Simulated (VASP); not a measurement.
Set up this calculation in VASP 6.6.1, as the native input.

| Property | Result |
| --- | --- |
| Task | relaxation of the atoms |
| Functional | PBE |
| Potentials or basis | VASP PAW PBE potentials, release 64 (W_sv, C) |
| Cutoff | 520 eV |
| k mesh | 5 × 5 × 1 |
| Occupations | gaussian, width 0.1 eV |
| Spin | no spin polarisation |
| Dipole correction | yes |
| Atoms held fixed (from 0) | [0, 1, 2, 3, 4, 5, 6, 7, 8, 9, 10, 11] |
| Further INCAR settings | ALGO = Normal; EDIFF = 1e-07; NELMDL = -8; IBRION = 2; EDIFFG = -0.025; NSW = 36 |
| Atoms held along some axes (from 0) | atom 12 along a and b |

The structure of W12C lies in POSCAR:

```
W12C
1.0
    5.5143287196      0.0000000000      0.0000000000
   -1.8381095732      5.1989589751      0.0000000000
    0.0000000000      0.0000000000     19.8562160745
W C
12 1
Selective dynamics
Direct
    0.2500000000      0.2500000000      0.2014482510  F F F
    0.2500000000      0.7500000000      0.2014482510  F F F
    0.7500000000      0.2500000000      0.2014482510  F F F
    0.7500000000      0.7500000000      0.2014482510  F F F
    0.0000000000      0.0000000000      0.3111437104  F F F
    0.0000000000      0.5000000000      0.3111437104  F F F
    0.5000000000      0.0000000000      0.3111437104  F F F
    0.5000000000      0.5000000000      0.3111437104  F F F
    0.2500000000      0.2500000000      0.4208362783  F F F
    0.2500000000      0.7500000000      0.4208362783  F F F
    0.7500000000      0.2500000000      0.4208362783  F F F
    0.7500000000      0.7500000000      0.4208362783  F F F
    0.5000000000      0.5000000000      0.4852997187  F F T
```

The input as run:

INCAR

```
SYSTEM = W12C
  PREC = Accurate
  ENCUT = 520
  EDIFF = 1E-7
  ISMEAR = 0
  SIGMA = 0.1
  LREAL = .FALSE.
  LASPH = .TRUE.
  NELM = 120
  ALGO = Normal
  ISIF = 2
  LWAVE = .FALSE.
  LCHARG = .FALSE.
  LDIPOL = .TRUE.
  IDIPOL = 3
  DIPOL = 0.5 0.5 0.325
  GGA = PE
  IBRION = 2
  NSW = 36
  EDIFFG = -0.025
  GGA_COMPAT = .FALSE.
  NELMIN = 4
  NELMDL = -8
  KPAR = 8
```

KPOINTS

```
regular mesh
0
G
  5 5 1
  0 0 0
```

Potentials or basis: VASP PAW PBE potentials, release 64 (W_sv, C).

The run is started by

```bash
$ cat potpaw_PBE.64/W_sv/POTCAR potpaw_PBE.64/C/POTCAR > POTCAR
$ mpirun -np 8 vasp_std > vasp.out
```

Results of the run:

- Energy gained by relaxing: 5.9 meV/atom
- Ionic steps: 3
- Band gap on the k mesh: zero (bands 86 and 87 overlap by 1.17 eV)

Caveat: spin-orbit coupling is left out, which moves the levels of the heavy elements.

Run time: 17 min on 8 MPI ranks on Intel(R) Xeon(R) Platinum 8375C CPU @ 2.90GHz (Ice Lake), on a shared host, peak memory 0.88 GiB a rank.
